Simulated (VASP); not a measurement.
A run of VASP 6.6.1 is set up as follows.

File INCAR:

```
ALGO     = Normal         # electronic algorithm
EDIFF    = 1E-6           # SCF threshold, eV
ENCUT    = 520            # plane-wave cutoff, eV
GGA      = PE             # functional
ISIF     = 2              # what is computed and relaxed
ISMEAR   = -1             # smearing method
LASPH    = T              # aspherical terms in the spheres
LCHARG   = F              # write CHGCAR
LREAL    = F              # projectors in reciprocal space
LWAVE    = F              # write WAVECAR
NBANDS   = 18             # bands
NELM     = 80             # most SCF steps
PREC     = Accurate       # precision mode
SIGMA    = 0.1            # smearing width, eV
```

Contents of KPOINTS:

```
k-points
0
Gamma
  16 16 9
```

POSCAR

```
La
1.0
    3.7833703043      0.0000000000      0.0000000000
   -1.8916851521      3.2764947954      0.0000000000
    0.0000000000      0.0000000000      6.1090211732
La
2
Direct
    0.3333333333      0.6666666667      0.2500000000
    0.6666666667      0.3333333333      0.7500000000
```

Potentials or basis: VASP PAW PBE potentials, release 64 (La).

Run with:

```sh
$ cat potpaw_PBE.64/La/POTCAR > POTCAR
$ mpirun -np 1 vasp_std > vasp.out
```

(1) Estimate the band gap on the k mesh.

(2) What does it give for the pressure?

Answers

(1) zero (bands 11 and 12 overlap by 1.44 eV).

(2) -0.1 GPa.

Caveat: spin-orbit coupling is left out, which moves the levels of the heavy elements.
